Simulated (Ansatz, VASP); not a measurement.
# One calculation of InSb, two programs

```xyz
2
Lattice="0.0000 3.3166 3.3166 3.3166 0.0000 3.3166 3.3166 3.3166 0.0000" Properties=species:S:1:pos:R:3 pbc="T T T"
In    0.0000    0.0000    0.0000
Sb    4.9749    4.9749    4.9749
```

Alike in both runs: task relaxation of cell and atoms; functional r2SCAN; k mesh 14 × 14 × 14; occupations gaussian, width 0.1 eV; no spin polarisation.

```csv
,VASP,Ansatz
version,VASP 6.6.1,Ansatz 0.2.0
potentials or method,"VASP PAW PBE potentials, release 64 (In_d, Sb), cutoff 600 eV","scalar-relativistic, plane waves, PAW"
valence electrons in the cell,18,28
```

Ansatz gave:

```
relaxed volume (Å³/atom)                                     : 35.25
relaxed cell length with the largest relative difference (Å) : 4.637
```

Q: Which values does VASP return?

A: Relaxed volume (Å³/atom): 35.24; relaxed cell length with the largest relative difference (Å): 4.637.

VASP's potentials were made for PBE, not for r2SCAN. VASP's potentials hold 18 valence electrons a cell and Ansatz's 28, so a difference there can come from the potentials and not from the codes.

Neither program's run includes spin-orbit coupling.
